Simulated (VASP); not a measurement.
# HgTe (Cmcm) in VASP: a series of runs

HgTe is run at these levels: PBEsol, r2SCAN0; tasks: single point.

Program: VASP 6.6.1. These are calculated values, not measurements. Logs are shortened: lines on timing, memory, paths and dates and some standing lists are left out, and cuts for length are marked.

**1. The cell of the first run**

It takes space group Cmcm (No. 63, orthorhombic). Conventional cell: a = 5.985 Å, b = 6.934 Å, c = 5.798 Å, α = 90.00°, β = 90.00°, γ = 90.00°. Hg (site symmetry m2m) has 6 Te at 3.02 to 3.87 Å and 2 Hg at 3.63 Å within 4.0 Å. Within 4.0 Å of Te (site symmetry m2m) lie 6 Hg at 3.02 to 3.87 Å.

**2. Single point, PBEsol**

Input file INCAR:

```
SYSTEM = HgTe
PREC     = Accurate       ! precision mode
ENCUT    = 520            ! plane-wave cutoff, eV
EDIFF    = 1E-6           ! SCF threshold, eV
ISMEAR   = -1             ! smearing method
SIGMA    = 0.05           ! smearing width, eV
LREAL    = .FALSE.        ! projectors in reciprocal space
LASPH    = .TRUE.         ! aspherical terms in the spheres
NELM     = 80             ! most SCF steps
ALGO     = Normal         ! electronic algorithm
ISIF     = 2              ! what is computed and relaxed
LWAVE    = .FALSE.        ! write WAVECAR
LCHARG   = .TRUE.         ! write CHGCAR
GGA      = PS             ! functional
LELF     = .TRUE.         ! ELF
LVHAR    = .TRUE.       
NBANDS   = 26             ! bands
```

Input file KPOINTS:

```
Automatic mesh
0
G
  4 4 4
  0 0 0
```

Input file POSCAR:

```
HgTe
1.0
    2.9925180000     -3.4669290000      0.0000000000
    2.9925180000      3.4669290000      0.0000000000
    0.0000000000      0.0000000000      5.7981570000
Hg Te
2 2
Direct
    0.6569500000      0.3430500000      0.2500000000
    0.3430500000      0.6569500000      0.7500000000
    0.2151910000      0.7848090000      0.2500000000
    0.7848090000      0.2151910000      0.7500000000
```

Potentials or basis: VASP PAW PBE potentials, release 64 (Hg, Te).

Launch:

```console
$ cat potpaw_PBE.64/Hg/POTCAR potpaw_PBE.64/Te/POTCAR > POTCAR
$ mpirun -np 1 vasp_std > vasp.out
```

OUTCAR:

```text
SYSTEM = HgTe
   PREC = Accurate
   ENCUT = 520
   EDIFF = 1E-6
   ISMEAR = -1
   LREAL = .FALSE.
   LASPH = .TRUE.
   NELM = 80
   ISIF = 2
   GGA = PS

 ion  position               nearest neighbor table
   1  0.657  0.343  0.250-   3 3.02   3 3.02   4 3.03   4 3.03   3 3.06   2 3.63   2 3.63
   2  0.343  0.657  0.750-   4 3.02   4 3.02   3 3.03   3 3.03   4 3.06   1 3.63   1 3.63
   3  0.215  0.785  0.250-   1 3.02   1 3.02   2 3.03   2 3.03   1 3.06
   4  0.785  0.215  0.750-   2 3.02   2 3.02   1 3.03   1 3.03   2 3.06

  LATTYP: Found a base centered orthorhombic cell.
 ALAT       =     5.9850360000
 B/A-ratio  =     1.1585323798
 C/A-ratio  =     0.9687756264

  Lattice vectors:

 A1 = (   2.9925180000,  -3.4669290000,   0.0000000000)
 A2 = (   2.9925180000,   3.4669290000,   0.0000000000)
 A3 = (   0.0000000000,   0.0000000000,   5.7981570000)

Analysis of symmetry for initial positions (statically):
=====================================================================
 Subroutine PRICEL returns:
 Original cell was already a primitive cell.

 Routine SETGRP: Setting up the symmetry group for a
 base centered orthorhombic supercell.

 Subroutine GETGRP returns: Found  8 space group operations
 (whereof  4 operations were pure point group operations)
 out of a pool of  8 trial point group operations.

The static configuration has the point symmetry C_2h.
 The point group associated with its full space group is D_2h.

Analysis of symmetry for dynamics (positions and initial velocities):
=====================================================================
 Subroutine PRICEL returns:
 Original cell was already a primitive cell.

 Routine SETGRP: Setting up the symmetry group for a
 base centered orthorhombic supercell.

 Subroutine GETGRP returns: Found  8 space group operations
 (whereof  4 operations were pure point group operations)
 out of a pool of  8 trial point group operations.

The dynamic configuration has the point symmetry C_2h.
 The point group associated with its full space group is D_2h.

 Subroutine INISYM returns: Found  8 space group operations
 (whereof  4 operations are pure point group operations),
 and found     1 'primitive' translations

----------------------------------------------------------------------------------------

                                     Primitive cell

  volume of cell :     120.3100

  direct lattice vectors                    reciprocal lattice vectors
     2.992518000 -3.466929000  0.000000000     0.167083373 -0.144219856  0.000000000
     2.992518000  3.466929000  0.000000000     0.167083373  0.144219856  0.000000000
     0.000000000  0.000000000  5.798157000     0.000000000  0.000000000  0.172468596

  length of vectors
     4.579821030  4.579821030  5.798157000     0.220717512  0.220717512  0.172468596

  position of ions in fractional coordinates (direct lattice)
     0.656950000  0.343050000  0.250000000
     0.343050000  0.656950000  0.750000000
     0.215191000  0.784809000  0.250000000
     0.784809000  0.215191000  0.750000000

  ion indices of the primitive-cell ions
   primitive index   ion index
                 1           1
                 2           2
                 3           3
                 4           4

----------------------------------------------------------------------------------------

 KPOINTS: Automatic mesh

Automatic generation of k-mesh.
 Grid dimensions read from file:
 generate k-points for:    4    4    4

 Generating k-lattice:

  Cartesian coordinates                     Fractional coordinates (reciprocal lattice)
     0.041770843 -0.036054964  0.000000000     0.250000000 -0.000000000  0.000000000
     0.041770843  0.036054964  0.000000000    -0.000000000  0.250000000  0.000000000
     0.000000000  0.000000000  0.043117149     0.000000000  0.000000000  0.250000000

  Length of vectors
     0.055179378  0.055179378  0.043117149

  Shift w.r.t. Gamma in fractional coordinates (k-lattice)
     0.000000000  0.000000000  0.000000000

 Subroutine IBZKPT returns following result:
 ===========================================

 Found     21 irreducible k-points:

 Following reciprocal coordinates:
            Coordinates               Weight
  0.000000  0.000000  0.000000      1.000000
  0.250000  0.000000  0.000000      4.000000
  0.500000  0.000000  0.000000      2.000000
  0.250000  0.250000  0.000000      2.000000
  0.500000  0.250000  0.000000      4.000000
 -0.250000  0.250000  0.000000      2.000000
[... 13 lines left out ...]
 -0.250000  0.250000  0.500000      2.000000
  0.500000  0.500000  0.500000      1.000000
   k-points           NKPTS =     21   k-points in BZ     NKDIM =     21   number of bands    NBANDS=     26
   number of dos      NEDOS =    301   number of ions     NIONS =      4
   total plane-waves  NPLWV =  62208
   dimension x,y,z NGX =    36 NGY =   36 NGZ =   48
   dimension x,y,z NGXF=    72 NGYF=   72 NGZF=   96
   ions per type =               2   2
   NGX,Y,Z   is equivalent  to a cutoff of  13.07, 13.07, 13.76 a.u.
   NGXF,Y,Z  is equivalent  to a cutoff of  26.14, 26.14, 27.53 a.u.
 SYSTEM =  HgTe
   PREC   = accura    normal or accurate (medium, high low for compatibility)
   ISTART =      0    job   : 0-new  1-cont  2-samecut
   ICHARG =      2    charge: 1-file 2-atom 10-const
   ISPIN  =      1    spin polarized calculation?
   LNONCOLLINEAR =      F non collinear calculations
   LSORBIT =      F    spin-orbit coupling
   LASPH  =      T    aspherical Exc in radial PAW
   ENCUT  =  520.0 eV  38.22 Ry    6.18 a.u.   8.52  8.52 10.78*2*pi/ulx,y,z
   NELM   =     80;   NELMIN=  2; NELMDL= -5     # of ELM steps
   EDIFF  = 0.1E-05   stopping-criterion for ELM
   LREAL  =      F    real-space projection
   EDIFFG = 0.1E-04   stopping-criterion for IOM
   NSW    =      0    number of steps for IOM
   IBRION =     -1    ionic relax: 0-MD 1-quasi-New 2-CG
   NFREE  =      0    steps in history (QN), initial steepest desc. (CG)
   ISIF   =      2    stress and relaxation
   ISYM   =      2    0-nonsym 1-usesym 2-fastsym
   POTIM  = 0.5000    time-step for ionic-motion
   TEBEG  =    0.0;   TEEND  =   0.0 temperature during run
   PSTRESS=    0.0 pullay stress
   NELECT =      36.0000    total number of electrons
   NUPDOWN=      -1.0000    fix difference up-down
   EMIN   =  10.00;   EMAX   =-10.00  energy-range for DOS
   EFERMI =   0.00;   METHOD = LEGACY
   ISMEAR =    -1;   SIGMA  =   0.05  broadening in eV -4-tet -1-fermi 0-gaus
   EFERMI_NEDOS =   21; number of points for ismear=-14 and -15
   IALGO  =     38    algorithm
   IMIX   =      4    mixing-type and parameters
     AMIX     =   0.40;   BMIX     =  1.00
     AMIX_MAG =   1.60;   BMIX_MAG =  1.00
  volume/ion in A,a.u.               =      30.08       202.97
  Fermi-wavevector in a.u.,A,eV,Ry     =   1.094986  2.069223 16.313299  1.198994
  Thomas-Fermi vector in A             =   2.231301
   LORBIT       =      0    0 simple, 1 ext, 2 COOP (PROOUT), +10 PAW based schemes
   GGA     = PS    functional components
   LHFCALC =     F    Hartree Fock is set to
   AEXX    =    0.0000 exact exchange contribution
   IVDW    =     0    specifies the selected vdW correction
   LEPSILON=     F    determine dielectric tensor
   LRPA    =     F    only Hartree local field effects (RPA)
 non-spin polarized calculation
  energy-cutoff  :      520.00
  volume of cell :      120.31
 maximum number of plane-waves:      3256
 NGX is ok and might be reduce to    36
   NGX = 17   NGY = 17   NGZ = 21

 number of electron      36.0000001 magnetization

 Free energy of the ion-electron system (eV)
  ---------------------------------------------------
  ext. energy  EPLUGINS =         0.00000000
  ---------------------------------------------------
  free energy    TOTEN  =        -8.19214878 eV

  energy without entropy =       -8.17696597  energy(sigma->0) =       -8.18455737

 E-fermi :   3.7199     XC(G=0):  -9.7492

 val. band max:        3.6497409035   @ k =   0.2500   0.0000   0.2500
 cond. band min:       3.7586477054   @ k =   0.5000   0.2500   0.0000
 fundamental gap:      0.1089068019
 Fermi energy:         3.7199395150

 k-point     1 :       0.0000    0.0000    0.0000
  band No.  band energies     occupation
      1      -8.1217      2.00000
      2      -7.0110      2.00000
      3      -3.0825      2.00000
      4      -2.9896      2.00000
      5      -2.9605      2.00000
      6      -2.9101      2.00000
[... 18 lines left out ...]
     25      10.6244      0.00000
     26      10.9525      0.00000

 k-point     2 :       0.2500    0.0000    0.0000
  band No.  band energies     occupation
      1      -7.8440      2.00000
      2      -6.9924      2.00000
      3      -3.1875      2.00000
      4      -3.0750      2.00000
      5      -3.0102      2.00000
      6      -2.9123      2.00000
[... 18 lines left out ...]
     25      10.5071      0.00000
     26      10.6776      0.00000

 k-point     3 :       0.5000    0.0000    0.0000
  band No.  band energies     occupation
      1      -7.2977      2.00000
      2      -7.2215      2.00000
      3      -3.2675      2.00000
      4      -3.1513      2.00000
      5      -3.0564      2.00000
      6      -3.0375      2.00000
[... 18 lines left out ...]
     25       9.2026      0.00000
     26      10.2436      0.00000

 k-point     4 :       0.2500    0.2500    0.0000
  band No.  band energies     occupation
      1      -7.5228      2.00000
      2      -7.0328      2.00000
      3      -3.2424      2.00000
      4      -3.1601      2.00000
      5      -3.0707      2.00000
      6      -2.8658      2.00000
[... 18 lines left out ...]
     25       9.8480      0.00000
     26      11.2344      0.00000
[... 409 lines left out ...]
      1      -7.0937      2.00000
      2      -7.0937      2.00000
      3      -3.2335      2.00000
      4      -3.2335      2.00000
      5      -3.0280      2.00000
      6      -3.0280      2.00000
[... 18 lines left out ...]
     25      10.6396      0.00000
     26      10.6396      0.00000

 k-point    20 :      -0.2500    0.2500    0.5000
  band No.  band energies     occupation
      1      -7.2764      2.00000
      2      -7.2764      2.00000
      3      -3.2104      2.00000
      4      -3.2104      2.00000
      5      -2.9577      2.00000
      6      -2.9577      2.00000
[... 18 lines left out ...]
     25       9.9440      0.00000
     26       9.9440      0.00000

 k-point    21 :       0.5000    0.5000    0.5000
  band No.  band energies     occupation
      1      -7.1061      2.00000
      2      -7.1061      2.00000
      3      -3.2144      2.00000
      4      -3.2144      2.00000
      5      -2.8847      2.00000
      6      -2.8847      2.00000
[... 18 lines left out ...]
     25      10.8743      0.00000
     26      10.8743      0.00000

------------------------ aborting loop because EDIFF is reached ----------------------------------------

  FORCE on cell =-STRESS in cart. coord.  units (eV):
  Direction    XX          YY          ZZ          XY          YZ          ZX
  --------------------------------------------------------------------------------------
  -------------------------------------------------------------------------------------
  Total       -2.4408278     -1.7028433     -2.8420700      0.0000000      0.0000000      0.0000000
  in kB      -32.5046906    -22.6768952    -37.8480632      0.0000000      0.0000000      0.0000000
  external PRESSURE =     -31.0098830 kB  Pullay stress =       0.0000000 kB

 VOLUME and BASIS-vectors are now :
 -----------------------------------------------------------------------------
  energy-cutoff  :      520.00
  volume of cell :      120.31
      direct lattice vectors                 reciprocal lattice vectors
     2.992518000 -3.466929000  0.000000000     0.167083373 -0.144219856  0.000000000
     2.992518000  3.466929000  0.000000000     0.167083373  0.144219856  0.000000000
     0.000000000  0.000000000  5.798157000     0.000000000  0.000000000  0.172468596

 POSITION                                       TOTAL-FORCE (eV/Angst)
 -----------------------------------------------------------------------------------
      2.99252     -1.08827      1.44954         0.000000      0.015550      0.000000
      2.99252      1.08827      4.34862         0.000000     -0.015550     -0.000000
      2.99252      1.97483      1.44954         0.000000     -0.139417      0.000000
      2.99252     -1.97483      4.34862         0.000000      0.139417      0.000000
 -----------------------------------------------------------------------------------
    total drift:                               -0.000000      0.000000     -0.000000

  FREE ENERGIE OF THE ION-ELECTRON SYSTEM (eV)
  ---------------------------------------------------
  free  energy   TOTEN  =        -8.1921487800 eV

  energy  without entropy=       -8.1769659689  energy(sigma->0) =       -8.18455737
```

Run time: 40 s. Hardware: 1 thread of AMD EPYC 9R14 (Zen 4), shared host; peak memory 0.23 GiB.

Results:

| Quantity | Value |
| --- | --- |
| Free energy | -8.1921 eV |
| Pressure | -3.1 GPa |
| Largest force | 0.139 eV/Å |
| Band gap on the k mesh | zero (bands 18 and 19 overlap by 2.07 eV) |

Forces on the atoms (eV/Å):
```
Hg   0.000  0.016  0.000
Hg   0.000 -0.016  0.000
Te   0.000 -0.139  0.000
Te   0.000  0.139  0.000
```

Levels at points of the mesh, in eV from the Fermi level:
```csv
k point,band 14,band 15,band 16,band 17,band 18,band 19,band 20,band 21,band 22,band 23
"(0.00, 0.00, 0.00)",-2.66,-2.61,-2.50,-0.99,-0.47,-0.37,-0.10,4.06,5.12,6.16
"(0.50, 0.00, 0.00)",-3.80,-2.39,-1.90,-0.83,-0.52,1.41,2.45,2.90,4.44,5.02
"(0.50, 0.50, 0.00)",-4.03,-2.06,-1.96,-1.79,-1.75,-1.72,-1.41,3.23,5.22,6.94
"(0.00, 0.00, 0.50)",-3.61,-1.80,-1.80,-1.23,-1.23,1.42,1.42,4.77,4.77,5.00
"(0.50, 0.00, 0.50)",-5.36,-0.88,-0.88,0.24,0.24,1.89,1.89,3.74,3.74,4.57
"(0.50, 0.50, 0.50)",-4.42,-3.11,-3.11,-2.93,-2.93,2.07,2.07,5.54,5.54,6.83
```

Caveat: the cell stands under tension; the PAW data sets were made with another functional, which shifts forces and pressure a little; spin-orbit coupling is left out, which moves the levels of the heavy elements.

**3. Single point, PBEsol, non-collinear spin, zero start, spin-orbit coupling**

Input file INCAR:

```
PREC = Accurate ; ENCUT = 520
EDIFF = 1E-6 ; ISMEAR = -1
SIGMA = 0.05 ; LREAL = False
LASPH = True ; NELM = 150
ALGO = Normal ; ISIF = 2
LWAVE = False ; LCHARG = False
LNONCOLLINEAR = True ; MAGMOM = 0 0 0 0 0 0 0 0 0 0 0 0
LORBIT = 11 ; LSORBIT = True
GGA_COMPAT = False ; LORBMOM = True
GGA = PS ; NBANDS = 50
```

Input file KPOINTS:

```
regular mesh
0
Gamma
  4 4 4
```

POSCAR is that of step 2.

Potentials or basis: VASP PAW PBE potentials, release 64 (Hg, Te).

Launch:

```console
$ cat potpaw_PBE.64/Hg/POTCAR potpaw_PBE.64/Te/POTCAR > POTCAR
$ mpirun -np 1 vasp_ncl > vasp.out
```

OUTCAR:

```text
PREC = Accurate
   ENCUT = 520
   EDIFF = 1E-6
   ISMEAR = -1
   LREAL = False
   LASPH = True
   NELM = 150
   ISIF = 2
   LNONCOLLINEAR = True
   LORBIT = 11
   LSORBIT = True
   GGA = PS

 ion  position               nearest neighbor table
   1  0.657  0.343  0.250-   3 3.02   3 3.02   4 3.03   4 3.03   3 3.06   2 3.63   2 3.63
   2  0.343  0.657  0.750-   4 3.02   4 3.02   3 3.03   3 3.03   4 3.06   1 3.63   1 3.63
   3  0.215  0.785  0.250-   1 3.02   1 3.02   2 3.03   2 3.03   1 3.06
   4  0.785  0.215  0.750-   2 3.02   2 3.02   1 3.03   1 3.03   2 3.06

  LATTYP: Found a base centered orthorhombic cell.
 ALAT       =     5.9850360000
 B/A-ratio  =     1.1585323798
 C/A-ratio  =     0.9687756264
[... 1424 lines left out ...]
     0.0000000     0.0000000     0.0000000     0.0000000     0.0000000     0.0000000     0.0000000
     0.0000000     0.0000000     0.0000000     0.0000000     0.0000000     0.0000000     0.0000000
     0.0000000     0.0000000     0.0000000     0.0000000     0.0000000     0.0000000     0.0000000
     0.0000000     0.0000000     0.0000000     0.0000000     0.0000000     0.0000000     0.0000000

 total charge

# of ion       s       p       d       tot
------------------------------------------
    1        0.771   0.299   9.349  10.419
    2        0.771   0.299   9.349  10.419
    3        1.403   1.854   0.028   3.285
    4        1.403   1.854   0.028   3.285
--------------------------------------------------
tot          4.348   4.307  18.754  27.409

 magnetization (x)

# of ion       s       p       d       tot
------------------------------------------
    1        0.000   0.000   0.000   0.000
    2        0.000   0.000   0.000   0.000
    3        0.000   0.000   0.000   0.000
    4        0.000   0.000   0.000   0.000
--------------------------------------------------
tot          0.000   0.000   0.000   0.000

 magnetization (y)

# of ion       s       p       d       tot
------------------------------------------
    1        0.000   0.000   0.000   0.000
    2        0.000   0.000   0.000   0.000
    3        0.000   0.000   0.000   0.000
    4        0.000   0.000   0.000   0.000
--------------------------------------------------
tot          0.000   0.000   0.000   0.000

 magnetization (z)

# of ion       s       p       d       tot
------------------------------------------
    1        0.000   0.000   0.000   0.000
    2        0.000   0.000   0.000   0.000
    3        0.000   0.000   0.000   0.000
    4        0.000   0.000   0.000   0.000
--------------------------------------------------
tot          0.000   0.000   0.000   0.000
```

stdout:

```text
POSCAR found type information on POSCAR HgTe
 POSCAR found :  2 types and       4 ions
 scaLAPACK will be used
 -----------------------------------------------------------------------------
|                                                                             |
|                                                                             |
|     You enforced a specific xc type in the INCAR file but a different       |
|     I HOPE YOU KNOW WHAT YOU ARE DOING!                                     |
|                                                                             |
 -----------------------------------------------------------------------------

 LDA part: xc-table for (Slater+PW92), standard interpolation
 POSCAR, INCAR and KPOINTS ok, starting setup
 FFT: planning ... GRIDC
 FFT: planning ... GRID_SOFT
 FFT: planning ... GRID
 WAVECAR not read
 entering main loop
```

Run time: 2.7 min. Hardware: 1 thread of AMD EPYC 9R14 (Zen 4), shared host; peak memory 0.54 GiB.

Results:

* Free energy: -8.9838 eV
* Pressure: -3.2 GPa
* Largest force: 0.134 eV/Å
* Net moment: 0.00 μB per cell
* Valence electrons inside the program's atomic spheres: Hg 10.42; Te 3.29

Forces on the atoms (eV/Å):
```
Hg   0.000  0.007  0.000
Hg   0.000 -0.007  0.000
Te   0.000 -0.134  0.000
Te   0.000  0.134  0.000
```

Stress tensor (GPa, compression positive):
```
-3.42  0.00  0.00
 0.00 -2.41  0.00
 0.00  0.00 -3.89
```

Moments on the atoms (μB; x, y, z):
```
Hg  0.00 0.00 0.00
Hg  0.00 0.00 0.00
Te  0.00 0.00 0.00
Te  0.00 0.00 0.00
```

Caveat: the cell stands under tension; the PAW data sets were made with another functional, which shifts forces and pressure a little.

[end of part 1 of 2]

The gap in the log of VASP goes by the Fermi energy; the results here count the filled bands.